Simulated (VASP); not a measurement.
Here is a VASP 6.6.1 calculation.

File INCAR:

```
SYSTEM = SnO2
  PREC = Accurate
  ENCUT = 520
  EDIFF = 1E-6
  ISMEAR = 0
  SIGMA = 0.05
  LREAL = .FALSE.
  LASPH = .TRUE.
  NELM = 80
  ALGO = Normal
  ISIF = 2
  LWAVE = .FALSE.
  LCHARG = .FALSE.
  GGA = CA
  NBANDS = 35
```

KPOINTS

```
regular mesh
0
G
  6 6 8
  0 0 0
```

The input POSCAR:

```
SnO2
1.0
    4.6094272255      0.0000000000      0.0000000000
    0.0000000000      4.6099934723      0.0000000000
    0.0000000000      0.0000000000      3.1141542057
Sn O
2 4
Direct
    0.5000000000      0.5000000000      0.5000000000
    0.0000000000      0.0000000000      0.0000000000
    0.3059833077      0.2932176170      0.0000000000
    0.8059833077      0.2067823830      0.5000000000
    0.1940166923      0.7932176170      0.5000000000
    0.6940166923      0.7067823830      0.0000000000
```

Potentials or basis: VASP PAW LDA potentials, release 64 (Sn_d, O).

Run with:

```sh
$ cat potpaw_LDA.64/Sn_d/POTCAR potpaw_LDA.64/O/POTCAR > POTCAR
$ mpirun -np 1 vasp_std > vasp.out
```

What does it give for the pressure?

19.0 GPa.

Estimate the largest force.

0.964 eV/Å.

Stress tensor (GPa, compression positive):
```
19.59  0.00  0.00
 0.00 18.20  0.00
 0.00  0.00 19.16
```
